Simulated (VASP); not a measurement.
# SiRu3F (Pm-3m) in VASP: single point with PBE

Aim: the single point of SiRu3F with PBE.

All numbers are computed with VASP 6.6.1; they aren't measurements. Logs are shortened: lines on timing, memory, paths and dates and some standing lists are left out, and cuts for length are marked.

### 1 The cell of the first run

It takes space group Pm-3m (No. 221, cubic). The conventional cell has a = 4.038 Å, b = 4.038 Å, c = 4.038 Å, α = 90.00°, β = 90.00°, γ = 90.00°. Within 3.8 Å of Si (site symmetry m-3m) lie 12 Ru at 2.86 Å and 8 F at 3.50 Å. Ru (site symmetry 4/mmm) has 2 F at 2.02 Å within 2.7 Å. F (site symmetry m-3m) has 6 Ru at 2.02 Å within 2.7 Å.

### 2 Single point, PBE, collinear spin, ferromagnetic start

Contents of INCAR:

```
ALGO     = Normal         # electronic algorithm
EDIFF    = 1E-7           # SCF threshold, eV
ENCUT    = 520            # plane-wave cutoff, eV
GGA      = PE             # functional
ISIF     = 2              # what is computed and relaxed
ISMEAR   = 0              # smearing method
ISPIN    = 2              # spin polarisation
LASPH    = True           # aspherical terms in the spheres
LCHARG   = False          # write CHGCAR
LMAXMIX  = 4              # l up to which the mixer works
LORBIT   = 11             # projections on sites
LREAL    = False          # projectors in reciprocal space
LWAVE    = False          # write WAVECAR
MAGMOM   = 0 1 1 1 0      # initial moments
NBANDS   = 38             # bands
NELM     = 150            # most SCF steps
PREC     = Accurate       # precision mode
SIGMA    = 0.1            # smearing width, eV
```

Contents of KPOINTS:

```
k-points
0
Gamma
  4 4 4
```

Contents of POSCAR:

```
SiRu3F
1.0
    4.0377080500      0.0000000000      0.0000000000
    0.0000000000      4.0377080500      0.0000000000
    0.0000000000      0.0000000000      4.0377080500
Si Ru F
1 3 1
Direct
    0.0000000000      0.0000000000      0.0000000000
    0.0000000000      0.5000000000      0.5000000000
    0.5000000000      0.0000000000      0.5000000000
    0.5000000000      0.5000000000      0.0000000000
    0.5000000000      0.5000000000      0.5000000000
```

Potentials or basis: VASP PAW PBE potentials, release 64 (Si, Ru_pv, F).

Command:

```
cat potpaw_PBE.64/Si/POTCAR potpaw_PBE.64/Ru_pv/POTCAR potpaw_PBE.64/F/POTCAR > POTCAR
mpirun -np 1 vasp_std > vasp.out
```

OUTCAR:

```text
EDIFF = 1E-7
   ENCUT = 520
   GGA = PE
   ISIF = 2
   ISMEAR = 0
   ISPIN = 2
   LASPH = True
   LORBIT = 11
   LREAL = False
   NELM = 150
   PREC = Accurate

 ion  position               nearest neighbor table
   1  0.000  0.000  0.000-   2 2.86   3 2.86   4 2.86   2 2.86   3 2.86   2 2.86   4 2.86   2 2.86
                             3 2.86   4 2.86   3 2.86   4 2.86
   2  0.000  0.500  0.500-   5 2.02   5 2.02   4 2.86   1 2.86   1 2.86   4 2.86   1 2.86   3 2.86
                             1 2.86   3 2.86   4 2.86   3 2.86   4 2.86   3 2.86
   3  0.500  0.000  0.500-   5 2.02   5 2.02   4 2.86   1 2.86   1 2.86   4 2.86   2 2.86   4 2.86
                             2 2.86   4 2.86   1 2.86   2 2.86   1 2.86   2 2.86
   4  0.500  0.500  0.000-   5 2.02   5 2.02   3 2.86   1 2.86   2 2.86   3 2.86   2 2.86   1 2.86
                             3 2.86   3 2.86   1 2.86   2 2.86   2 2.86   1 2.86
   5  0.500  0.500  0.500-   2 2.02   3 2.02   4 2.02   4 2.02   3 2.02   2 2.02

  LATTYP: Found a simple cubic cell.
 ALAT       =     4.0377080500

  Lattice vectors:

 A1 = (   4.0377080500,   0.0000000000,   0.0000000000)
 A2 = (   0.0000000000,   4.0377080500,   0.0000000000)
 A3 = (   0.0000000000,   0.0000000000,   4.0377080500)

Analysis of symmetry for initial positions (statically):
=====================================================================
 Subroutine PRICEL returns:
 Original cell was already a primitive cell.

 Routine SETGRP: Setting up the symmetry group for a
 simple cubic supercell.

 Subroutine GETGRP returns: Found 48 space group operations
 (whereof 48 operations were pure point group operations)
 out of a pool of 48 trial point group operations.

The static configuration has the point symmetry O_h .

Analysis of symmetry for dynamics (positions and initial velocities):
=====================================================================
 Subroutine PRICEL returns:
 Original cell was already a primitive cell.

 Routine SETGRP: Setting up the symmetry group for a
 simple cubic supercell.

 Subroutine GETGRP returns: Found 48 space group operations
 (whereof 48 operations were pure point group operations)
 out of a pool of 48 trial point group operations.

The dynamic configuration has the point symmetry O_h .

Analysis of structural, dynamic, and magnetic symmetry:
=====================================================================
 Subroutine PRICEL returns:
 Original cell was already a primitive cell.

 Routine SETGRP: Setting up the symmetry group for a
 simple cubic supercell.

 Subroutine GETGRP returns: Found 48 space group operations
 (whereof 48 operations were pure point group operations)
 out of a pool of 48 trial point group operations.

The overall configuration has the point symmetry O_h .

 Subroutine INISYM returns: Found 48 space group operations
 (whereof 48 operations are pure point group operations),
 and found     1 'primitive' translations

----------------------------------------------------------------------------------------

                                     Primitive cell

  volume of cell :      65.8271

  direct lattice vectors                    reciprocal lattice vectors
     4.037708050  0.000000000  0.000000000     0.247665257  0.000000000  0.000000000
     0.000000000  4.037708050  0.000000000     0.000000000  0.247665257  0.000000000
     0.000000000  0.000000000  4.037708050     0.000000000  0.000000000  0.247665257

  length of vectors
     4.037708050  4.037708050  4.037708050     0.247665257  0.247665257  0.247665257

  position of ions in fractional coordinates (direct lattice)
     0.000000000  0.000000000  0.000000000
     0.000000000  0.500000000  0.500000000
     0.500000000  0.000000000  0.500000000
     0.500000000  0.500000000  0.000000000
     0.500000000  0.500000000  0.500000000

  ion indices of the primitive-cell ions
   primitive index   ion index
                 1           1
                 2           2
                 3           3
                 4           4
                 5           5

----------------------------------------------------------------------------------------

[... 30 lines left out ...]
  0.500000  0.250000  0.000000     12.000000
  0.500000  0.500000  0.000000      3.000000
  0.250000  0.250000  0.250000      8.000000
  0.500000  0.250000  0.250000     12.000000
  0.500000  0.500000  0.250000      6.000000
  0.500000  0.500000  0.500000      1.000000
   k-points           NKPTS =     10   k-points in BZ     NKDIM =     10   number of bands    NBANDS=     38
   number of dos      NEDOS =    301   number of ions     NIONS =      5
   total plane-waves  NPLWV =  27000
   dimension x,y,z NGX =    30 NGY =   30 NGZ =   30
   dimension x,y,z NGXF=    60 NGYF=   60 NGZF=   60
   ions per type =               1   3   1
   NGX,Y,Z   is equivalent  to a cutoff of  12.35, 12.35, 12.35 a.u.
   NGXF,Y,Z  is equivalent  to a cutoff of  24.70, 24.70, 24.70 a.u.
 SYSTEM =  unknown system
   PREC   = accura    normal or accurate (medium, high low for compatibility)
   ISTART =      0    job   : 0-new  1-cont  2-samecut
   ICHARG =      2    charge: 1-file 2-atom 10-const
   ISPIN  =      2    spin polarized calculation?
   LNONCOLLINEAR =      F non collinear calculations
   LSORBIT =      F    spin-orbit coupling
   LASPH  =      T    aspherical Exc in radial PAW
   ENCUT  =  520.0 eV  38.22 Ry    6.18 a.u.   7.51  7.51  7.51*2*pi/ulx,y,z
   NELM   =    150;   NELMIN=  2; NELMDL= -5     # of ELM steps
   EDIFF  = 0.1E-06   stopping-criterion for ELM
   LREAL  =      F    real-space projection
   EDIFFG = 0.1E-05   stopping-criterion for IOM
   NSW    =      0    number of steps for IOM
   IBRION =     -1    ionic relax: 0-MD 1-quasi-New 2-CG
   NFREE  =      0    steps in history (QN), initial steepest desc. (CG)
   ISIF   =      2    stress and relaxation
   ISYM   =      2    0-nonsym 1-usesym 2-fastsym
   POTIM  = 0.5000    time-step for ionic-motion
   TEBEG  =    0.0;   TEEND  =   0.0 temperature during run
   PSTRESS=    0.0 pullay stress
   NELECT =      53.0000    total number of electrons
   NUPDOWN=      -1.0000    fix difference up-down
   EMIN   =  10.00;   EMAX   =-10.00  energy-range for DOS
   EFERMI =   0.00;   METHOD = LEGACY
   ISMEAR =     0;   SIGMA  =   0.10  broadening in eV -4-tet -1-fermi 0-gaus
   EFERMI_NEDOS =   21; number of points for ismear=-14 and -15
   IALGO  =     38    algorithm
   IMIX   =      4    mixing-type and parameters
     AMIX     =   0.40;   BMIX     =  1.00
     AMIX_MAG =   1.60;   BMIX_MAG =  1.00
  volume/ion in A,a.u.               =      13.17        88.84
  Fermi-wavevector in a.u.,A,eV,Ry     =   1.522995  2.878044 31.558910  2.319514
  Thomas-Fermi vector in A             =   2.631499
   LORBIT       =     11    0 simple, 1 ext, 2 COOP (PROOUT), +10 PAW based schemes
   GGA     = PE    functional components
   LHFCALC =     F    Hartree Fock is set to
   AEXX    =    0.0000 exact exchange contribution
   IVDW    =     0    specifies the selected vdW correction
   LEPSILON=     F    determine dielectric tensor
   LRPA    =     F    only Hartree local field effects (RPA)
 spin polarized calculation
 Gauss-broadening in eV      SIGMA  =   0.10
  energy-cutoff  :      520.00
  volume of cell :       65.83
 maximum number of plane-waves:      1800
   NGX = 15   NGY = 15   NGZ = 15

 number of electron      53.0000019 magnetization       0.0003328

 Free energy of the ion-electron system (eV)
  ---------------------------------------------------
  ext. energy  EPLUGINS =         0.00000000
  ---------------------------------------------------
  free energy    TOTEN  =       -29.78202298 eV

  energy without entropy =      -29.74197367  energy(sigma->0) =      -29.76199833

 E-fermi :  11.0140     XC(G=0): -12.8337

 val. band max:       10.9728139374   @ k =   0.5000   0.2500   0.0000
 cond. band min:      11.0171483699   @ k =   0.5000   0.2500   0.0000
 fundamental gap:      0.0443344325
 Fermi energy:        11.0140060702

 spin component 1

 k-point     1 :       0.0000    0.0000    0.0000
  band No.  band energies     occupation
      1     -32.4598      1.00000
      2     -32.4598      1.00000
      3     -32.4598      1.00000
      4     -31.5684      1.00000
      5     -31.5684      1.00000
      6     -31.5684      1.00000
[... 399 lines left out ...]
     37      21.9871      0.00000
     38      21.9871      0.00000
 Fermi energy:        11.0140060702

 spin component 2

 k-point     1 :       0.0000    0.0000    0.0000
  band No.  band energies     occupation
      1     -32.4597      1.00000
      2     -32.4597      1.00000
      3     -32.4597      1.00000
      4     -31.5684      1.00000
      5     -31.5684      1.00000
      6     -31.5684      1.00000
[... 399 lines left out ...]
     37      21.9872      0.00000
     38      21.9872      0.00000

------------------------ aborting loop because EDIFF is reached ----------------------------------------

  FORCE on cell =-STRESS in cart. coord.  units (eV):
  Direction    XX          YY          ZZ          XY          YZ          ZX
  --------------------------------------------------------------------------------------
  -------------------------------------------------------------------------------------
  Total        4.5921300      4.5921300      4.5921300     -0.0000000      0.0000000     -0.0000000
  in kB      111.7686518    111.7686518    111.7686518     -0.0000000      0.0000000     -0.0000000
  external PRESSURE =     111.7686518 kB  Pullay stress =       0.0000000 kB

 VOLUME and BASIS-vectors are now :
 -----------------------------------------------------------------------------
  energy-cutoff  :      520.00
  volume of cell :       65.83
      direct lattice vectors                 reciprocal lattice vectors
     4.037708050  0.000000000  0.000000000     0.247665257  0.000000000  0.000000000
     0.000000000  4.037708050  0.000000000     0.000000000  0.247665257  0.000000000
     0.000000000  0.000000000  4.037708050     0.000000000  0.000000000  0.247665257

 POSITION                                       TOTAL-FORCE (eV/Angst)
 -----------------------------------------------------------------------------------
      0.00000      0.00000      0.00000         0.000000      0.000000      0.000000
      0.00000      2.01885      2.01885         0.000000      0.000000      0.000000
      2.01885      0.00000      2.01885         0.000000      0.000000      0.000000
      2.01885      2.01885      0.00000         0.000000      0.000000      0.000000
      2.01885      2.01885      2.01885         0.000000      0.000000      0.000000
 -----------------------------------------------------------------------------------
    total drift:                                0.000000      0.000000     -0.000000

  FREE ENERGIE OF THE ION-ELECTRON SYSTEM (eV)
  ---------------------------------------------------
  free  energy   TOTEN  =       -29.7820229821 eV

  energy  without entropy=      -29.7419736711  energy(sigma->0) =      -29.76199833

 total charge

# of ion       s       p       d       tot
------------------------------------------
    1        0.717   0.709   0.000   1.426
    2        0.270   6.187   6.152  12.609
    3        0.270   6.187   6.152  12.609
    4        0.270   6.187   6.152  12.609
    5        1.761   4.405   0.000   6.166
--------------------------------------------------
tot          3.287  23.674  18.456  45.418

 magnetization (x)

# of ion       s       p       d       tot
------------------------------------------
    1        0.000  -0.000   0.000   0.000
    2        0.000   0.000   0.000   0.000
    3        0.000   0.000   0.000   0.000
    4        0.000   0.000   0.000   0.000
    5        0.000   0.000   0.000   0.000
--------------------------------------------------
tot          0.000   0.000   0.000   0.000
```

It took 2.1 min on 1 thread of AMD EPYC 7R13, shared host; peak memory 0.17 GiB.

What came out:

```yaml
Free_energy: -29.7820 eV
Pressure: 11.2 GPa
Net_moment: 0.00 μB per cell
Valence_electrons_inside_the_program's_atomic_spheres: Si 1.43; Ru 12.61; F 6.17
```

Caveat: the k points lie up to 0.39 Å⁻¹ apart.
